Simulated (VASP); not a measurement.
# Cu (Fm-3m) in VASP: a series of runs

Runs on Cu. Level: PBEsol. Tasks: single point.

All numbers are computed with VASP 6.6.1; they aren't measurements. Logs are shortened: lines on timing, memory, paths and dates and some standing lists are left out, and cuts for length are marked.

## (1) The cell of the first run

The structure is cubic, space group Fm-3m (No. 225). Conventional cell: a = 3.385 Å, b = 3.385 Å, c = 3.385 Å, α = 90.00°, β = 90.00°, γ = 90.00°. Within 3.2 Å of Cu (site symmetry m-3m) lie 12 Cu at 2.39 Å.

## (2) Single point, PBEsol (strain -0.050 along x and y, -0.050 along z)

Input file INCAR:

```
SYSTEM = Cu
ALGO     = Fast           ! electronic algorithm
EDIFF    = 1E-7           ! SCF threshold, eV
ENCUT    = 520            ! plane-wave cutoff, eV
GGA      = PS             ! functional
ISIF     = 2              ! what is computed and relaxed
ISMEAR   = 0              ! smearing method
LASPH    = .TRUE.         ! aspherical terms in the spheres
LCHARG   = .FALSE.        ! write CHGCAR
LREAL    = .FALSE.        ! projectors in reciprocal space
LWAVE    = .FALSE.        ! write WAVECAR
NBANDS   = 12             ! bands
NELM     = 80             ! most SCF steps
PREC     = Accurate       ! precision mode
SIGMA    = 0.15           ! smearing width, eV
```

Input file KPOINTS:

```
k-points
0
G
  28 28 28
  0 0 0
```

Input file POSCAR:

```
Cu
1.0
    0.0000000000      1.6926017084      1.6926017084
    1.6926017084      0.0000000000      1.6926017084
    1.6926017084      1.6926017084      0.0000000000
Cu
1
Direct
    0.0000000000      0.0000000000      0.0000000000
```

Potentials or basis: VASP PAW PBE potentials, release 64 (Cu).

The run is started by

```sh
> cat potpaw_PBE.64/Cu/POTCAR > POTCAR
> mpirun -np 1 vasp_std > vasp.out
```

OUTCAR:

```text
SYSTEM = Cu
   EDIFF = 1E-7
   ENCUT = 520
   GGA = PS
   ISIF = 2
   ISMEAR = 0
   LASPH = .TRUE.
   LREAL = .FALSE.
   NELM = 80
   PREC = Accurate

 ion  position               nearest neighbor table
   1  0.000  0.000  0.000-

  LATTYP: Found a face centered cubic cell.
 ALAT       =     3.3852034168

  Lattice vectors:

 A1 = (   0.0000000000,   1.6926017084,   1.6926017084)
 A2 = (   1.6926017084,   0.0000000000,   1.6926017084)
 A3 = (   1.6926017084,   1.6926017084,   0.0000000000)

Analysis of symmetry for initial positions (statically):
=====================================================================
 Subroutine PRICEL returns:
 Original cell was already a primitive cell.

 Routine SETGRP: Setting up the symmetry group for a
 face centered cubic supercell.

 Subroutine GETGRP returns: Found 48 space group operations
 (whereof 48 operations were pure point group operations)
 out of a pool of 48 trial point group operations.

The static configuration has the point symmetry O_h .

Analysis of symmetry for dynamics (positions and initial velocities):
=====================================================================
 Subroutine PRICEL returns:
 Original cell was already a primitive cell.

 Routine SETGRP: Setting up the symmetry group for a
 face centered cubic supercell.

 Subroutine GETGRP returns: Found 48 space group operations
 (whereof 48 operations were pure point group operations)
 out of a pool of 48 trial point group operations.

The dynamic configuration has the point symmetry O_h .

 Subroutine INISYM returns: Found 48 space group operations
 (whereof 48 operations are pure point group operations),
 and found     1 'primitive' translations

----------------------------------------------------------------------------------------

                                     Primitive cell

  volume of cell :       9.6983

  direct lattice vectors                    reciprocal lattice vectors
     0.000000000  1.692601708  1.692601708    -0.295403223  0.295403223  0.295403223
     1.692601708  0.000000000  1.692601708     0.295403223 -0.295403223  0.295403223
     1.692601708  1.692601708  0.000000000     0.295403223  0.295403223 -0.295403223

  length of vectors
     2.393700292  2.393700292  2.393700292     0.511653391  0.511653391  0.511653391

  position of ions in fractional coordinates (direct lattice)
     0.000000000  0.000000000  0.000000000

  ion indices of the primitive-cell ions
   primitive index   ion index
                 1           1

----------------------------------------------------------------------------------------

 KPOINTS: k-points

Automatic generation of k-mesh.
 Grid dimensions read from file:
 generate k-points for:   28   28   28

 Generating k-lattice:

  Cartesian coordinates                     Fractional coordinates (reciprocal lattice)
    -0.010550115  0.010550115  0.010550115     0.035714286  0.000000000  0.000000000
     0.010550115 -0.010550115  0.010550115     0.000000000  0.035714286  0.000000000
     0.010550115  0.010550115 -0.010550115     0.000000000  0.000000000  0.035714286

  Length of vectors
     0.018273335  0.018273335  0.018273335

  Shift w.r.t. Gamma in fractional coordinates (k-lattice)
     0.000000000  0.000000000  0.000000000

 Subroutine IBZKPT returns following result:
 ===========================================

 Found    624 irreducible k-points:

 Following reciprocal coordinates:
            Coordinates               Weight
  0.000000  0.000000  0.000000      1.000000
  0.035714  0.000000  0.000000      8.000000
  0.071429  0.000000  0.000000      8.000000
  0.107143  0.000000  0.000000      8.000000
  0.142857  0.000000  0.000000      8.000000
  0.178571  0.000000  0.000000      8.000000
[... 16 lines left out ...]
  0.285714  0.035714  0.000000     24.000000
  0.321429  0.035714  0.000000     24.000000
 [... further k-points ...]
   k-points           NKPTS =    624   k-points in BZ     NKDIM =    624   number of bands    NBANDS=     12
   number of dos      NEDOS =    301   number of ions     NIONS =      1
   total plane-waves  NPLWV =   5832
   dimension x,y,z NGX =    18 NGY =   18 NGZ =   18
   dimension x,y,z NGXF=    36 NGYF=   36 NGZF=   36
   ions per type =               1
   NGX,Y,Z   is equivalent  to a cutoff of  12.50, 12.50, 12.50 a.u.
   NGXF,Y,Z  is equivalent  to a cutoff of  25.00, 25.00, 25.00 a.u.
 SYSTEM =  Cu
   PREC   = accura    normal or accurate (medium, high low for compatibility)
   ISTART =      0    job   : 0-new  1-cont  2-samecut
   ICHARG =      2    charge: 1-file 2-atom 10-const
   ISPIN  =      1    spin polarized calculation?
   LNONCOLLINEAR =      F non collinear calculations
   LSORBIT =      F    spin-orbit coupling
   LASPH  =      T    aspherical Exc in radial PAW
   ENCUT  =  520.0 eV  38.22 Ry    6.18 a.u.   4.45  4.45  4.45*2*pi/ulx,y,z
   NELM   =     80;   NELMIN=  2; NELMDL= -5     # of ELM steps
   EDIFF  = 0.1E-06   stopping-criterion for ELM
   LREAL  =      F    real-space projection
   EDIFFG = 0.1E-05   stopping-criterion for IOM
   NSW    =      0    number of steps for IOM
   IBRION =     -1    ionic relax: 0-MD 1-quasi-New 2-CG
   NFREE  =      0    steps in history (QN), initial steepest desc. (CG)
   ISIF   =      2    stress and relaxation
   ISYM   =      2    0-nonsym 1-usesym 2-fastsym
   POTIM  = 0.5000    time-step for ionic-motion
   TEBEG  =    0.0;   TEEND  =   0.0 temperature during run
   PSTRESS=    0.0 pullay stress
   NELECT =      11.0000    total number of electrons
   NUPDOWN=      -1.0000    fix difference up-down
   EMIN   =  10.00;   EMAX   =-10.00  energy-range for DOS
   EFERMI =   0.00;   METHOD = LEGACY
   ISMEAR =     0;   SIGMA  =   0.15  broadening in eV -4-tet -1-fermi 0-gaus
   EFERMI_NEDOS =   21; number of points for ismear=-14 and -15
   IALGO  =     68    algorithm
   IMIX   =      4    mixing-type and parameters
     AMIX     =   0.40;   BMIX     =  1.00
     AMIX_MAG =   1.60;   BMIX_MAG =  1.00
  volume/ion in A,a.u.               =       9.70        65.45
  Fermi-wavevector in a.u.,A,eV,Ry     =   1.707291  3.226313 39.658853  2.914843
  Thomas-Fermi vector in A             =   2.786171
   LORBIT       =      0    0 simple, 1 ext, 2 COOP (PROOUT), +10 PAW based schemes
   GGA     = PS    functional components
   LHFCALC =     F    Hartree Fock is set to
   AEXX    =    0.0000 exact exchange contribution
   IVDW    =     0    specifies the selected vdW correction
   LEPSILON=     F    determine dielectric tensor
   LRPA    =     F    only Hartree local field effects (RPA)
 non-spin polarized calculation
 RMM-DIIS sequential band-by-band and
 Gauss-broadening in eV      SIGMA  =   0.15
  energy-cutoff  :      520.00
  volume of cell :        9.70
 maximum number of plane-waves:       274
 NGX is ok and might be reduce to    18
   NGX =  9   NGY =  9   NGZ =  9

 number of electron      11.0000015 magnetization

 Free energy of the ion-electron system (eV)
  ---------------------------------------------------
  ext. energy  EPLUGINS =         0.00000000
  ---------------------------------------------------
  free energy    TOTEN  =        -4.13774171 eV

  energy without entropy =       -4.13508522  energy(sigma->0) =       -4.13641346

 E-fermi :  10.1581     XC(G=0): -14.1014

 val. band max:       10.1305676190   @ k =   0.5000   0.2500   0.1071
 cond. band min:      10.1641119187   @ k =   0.4643   0.2143   0.0000
 fundamental gap:      0.0335442997
 Fermi energy:        10.1580525911

 k-point     1 :       0.0000    0.0000    0.0000
  band No.  band energies     occupation
      1      -0.8967      2.00000
      2       6.3931      2.00000
      3       6.3931      2.00000
      4       6.3931      2.00000
      5       7.5214      2.00000
      6       7.5214      2.00000
      7      34.2302      0.00000
      8      38.4391      0.00000
      9      38.4391      0.00000
     10      38.4391      0.00000
     11      41.2708      0.00000
     12      41.2708      0.00000

 k-point     2 :       0.0357    0.0000    0.0000
  band No.  band energies     occupation
      1      -0.8429      2.00000
      2       6.3789      2.00000
      3       6.4052      2.00000
      4       6.4052      2.00000
      5       7.5161      2.00000
      6       7.5161      2.00000
      7      34.0792      0.00000
      8      37.5130      0.00000
      9      38.2803      0.00000
     10      38.2803      0.00000
     11      41.4928      0.00000
     12      41.4928      0.00000

 k-point     3 :       0.0714    0.0000    0.0000
  band No.  band energies     occupation
      1      -0.6824      2.00000
      2       6.3378      2.00000
      3       6.4397      2.00000
      4       6.4397      2.00000
      5       7.5020      2.00000
      6       7.5020      2.00000
      7      33.4206      0.00000
      8      36.2330      0.00000
      9      37.9111      0.00000
     10      37.9111      0.00000
     11      42.0382      0.00000
     12      42.0450      0.00000
[... 286 lines left out ...]
 k-point    23 :       0.2857    0.0357    0.0000
  band No.  band energies     occupation
      1       1.9596      2.00000
      2       6.0143      2.00000
      3       6.5728      2.00000
      4       6.6005      2.00000
      5       7.6408      2.00000
      6       7.7879      2.00000
      7      23.0781      0.00000
      8      33.7354      0.00000
      9      34.6102      0.00000
     10      37.4632      0.00000
     11      39.9731      0.00000
     12      42.4512      0.00000

 k-point    24 :       0.3214    0.0357    0.0000
  band No.  band energies     occupation
      1       2.5452      2.00000
      2       6.1216      2.00000
      3       6.5181      2.00000
      4       6.5566      2.00000
      5       7.7938      2.00000
      6       7.9102      2.00000
      7      21.2773      0.00000
      8      33.4104      0.00000
      9      34.4316      0.00000
     10      37.0329      0.00000
     11      39.4408      0.00000
     12      41.6362      0.00000

 [... further k-points ...]
[... 5 lines left out ...]
  --------------------------------------------------------------------------------------
  -------------------------------------------------------------------------------------
  Total        2.3427009      2.3427009      2.3427009      0.0000000     -0.0000000      0.0000000
  in kB      387.0197232    387.0197232    387.0197232      0.0000000     -0.0000000      0.0000000
  external PRESSURE =     387.0197232 kB  Pullay stress =       0.0000000 kB

 VOLUME and BASIS-vectors are now :
 -----------------------------------------------------------------------------
  energy-cutoff  :      520.00
  volume of cell :        9.70
      direct lattice vectors                 reciprocal lattice vectors
     0.000000000  1.692601708  1.692601708    -0.295403223  0.295403223  0.295403223
     1.692601708  0.000000000  1.692601708     0.295403223 -0.295403223  0.295403223
     1.692601708  1.692601708  0.000000000     0.295403223  0.295403223 -0.295403223

 POSITION                                       TOTAL-FORCE (eV/Angst)
 -----------------------------------------------------------------------------------
      0.00000      0.00000      0.00000         0.000000     -0.000000      0.000000
 -----------------------------------------------------------------------------------
    total drift:                                0.000000     -0.000000     -0.000000

  FREE ENERGIE OF THE ION-ELECTRON SYSTEM (eV)
  ---------------------------------------------------
  free  energy   TOTEN  =        -4.1377417092 eV

  energy  without entropy=       -4.1350852156  energy(sigma->0) =       -4.13641346
```

It used 100 s of CPU time on 1 thread of Intel(R) Xeon(R) Platinum 8175M CPU @ 2.50GHz (Skylake/Cascade Lake) (shared host).

What came out:

| Property | Result |
| --- | --- |
| Free energy | -4.1377 eV |
| Pressure | 38.7 GPa |
| Band gap on the k mesh | zero (an odd number of electrons rules out a gap without spin polarisation) |

Caveat: the cell differs from its parent crystal (strain -0.050 along x and y, -0.050 along z); the cell stands under pressure; the PAW data sets were made with another functional, which shifts forces and pressure a little.

## (3) Single point, PBEsol (strain -0.025 along x and y, -0.025 along z)

Input file INCAR:

```
SYSTEM = Cu
ALGO = Normal
EDIFF = 1E-6
ENCUT = 520
GGA = PS
ISIF = 2
ISMEAR = 0
LASPH = .True.
LCHARG = .False.
LREAL = .False.
LWAVE = .False.
NBANDS = 12
NELM = 80
PREC = Accurate
SIGMA = 0.15
```

Input file KPOINTS:

```
k-points
0
Gamma
  28 28 28
  0 0 0
```

Input file POSCAR:

```
Cu
1.0
    0.0000000000      1.7371438586      1.7371438586
    1.7371438586      0.0000000000      1.7371438586
    1.7371438586      1.7371438586      0.0000000000
Cu
1
Direct
    0.0000000000      0.0000000000      0.0000000000
```

Potentials or basis: VASP PAW PBE potentials, release 64 (Cu).

The run is started by

```sh
> cat potpaw_PBE.64/Cu/POTCAR > POTCAR
> mpirun -np 1 vasp_std > vasp.out
```

It used 62 s of CPU time on 1 thread of Intel(R) Xeon(R) Platinum 8175M CPU @ 2.50GHz (Skylake/Cascade Lake) (shared host).

The run converged. Its results:

- Free energy: -4.2692 eV
- Pressure: 16.2 GPa
- Band gap on the k mesh: zero (an odd number of electrons rules out a gap without spin polarisation)

Levels at points of the mesh, in eV from the Fermi level:
```
           k point  band 2  band 3  band 4  band 5  band 6  band 7  band 8  band 9  band 10  band 11
(0.00, 0.00, 0.00)   -3.45   -3.45   -3.45   -2.45   -2.45   23.50   27.06   27.06    27.06    29.70
(0.50, 0.00, 0.00)   -3.49   -3.49   -1.77   -1.77   -1.43    4.35   21.94   23.90    23.90    26.78
(0.50, 0.50, 0.00)   -5.13   -1.78   -1.60   -1.60    1.34    7.94   13.96   13.96    18.80    22.29
```

Caveat: the cell differs from its parent crystal (strain -0.025 along x and y, -0.025 along z); the cell stands under pressure; the PAW data sets were made with another functional, which shifts forces and pressure a little.

(Part 1 of 2 ends here.)
